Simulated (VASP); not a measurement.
Here is a VASP 6.6.1 calculation.

Contents of INCAR:

```
SYSTEM = Ta2SiO2
ALGO = Normal ; EDIFF = 1E-7
ENCUT = 520 ; GGA = PE
ISIF = 2 ; ISMEAR = 0
ISPIN = 2 ; LASPH = .True.
LCHARG = .True. ; LELF = .True.
LMAXMIX = 4 ; LORBIT = 11
LREAL = .False. ; LVHAR = .True.
LWAVE = .False. ; MAGMOM = 1 1 0 0 0
NBANDS = 31 ; NELM = 150
PREC = Accurate ; SIGMA = 0.1
```

File KPOINTS:

```
k-points
0
Gamma
  6 6 2
  0 0 0
```

POSCAR

```
Ta2SiO2
1.0
    2.9207084968      0.0000000000      0.0000000000
   -1.4603542484      2.5294077553      0.0000000000
    0.0000000000      0.0000000000      9.6836454759
Ta Si O
2 1 2
Direct
    0.6666666667      0.3333333333      0.6272995054
    0.3333333333      0.6666666667      0.3727004946
    0.0000000000      0.0000000000      0.0000000000
    0.3333333333      0.6666666667      0.7593873970
    0.6666666667      0.3333333333      0.2406126030
```

Potentials or basis: VASP PAW PBE potentials, release 64 (Ta_pv, Si, O).

Command:

```bash
$ cat potpaw_PBE.64/Ta_pv/POTCAR potpaw_PBE.64/Si/POTCAR potpaw_PBE.64/O/POTCAR > POTCAR
$ mpirun -np 1 vasp_std > vasp.out
```

Q: Estimate the band gap on the k mesh.

A: Zero (filled and empty bands overlap).

Q: What does it give for the net moment?

A: 0.00 μB per cell.

Q: Estimate the pressure.

A: 0.4 GPa.

Stress tensor (GPa, compression positive):
```
0.28 0.00 0.00
0.00 0.28 0.00
0.00 0.00 0.77
```

Caveat: the k points lie up to 0.41 Å⁻¹ apart; spin-orbit coupling is left out, which moves the levels of the heavy elements.
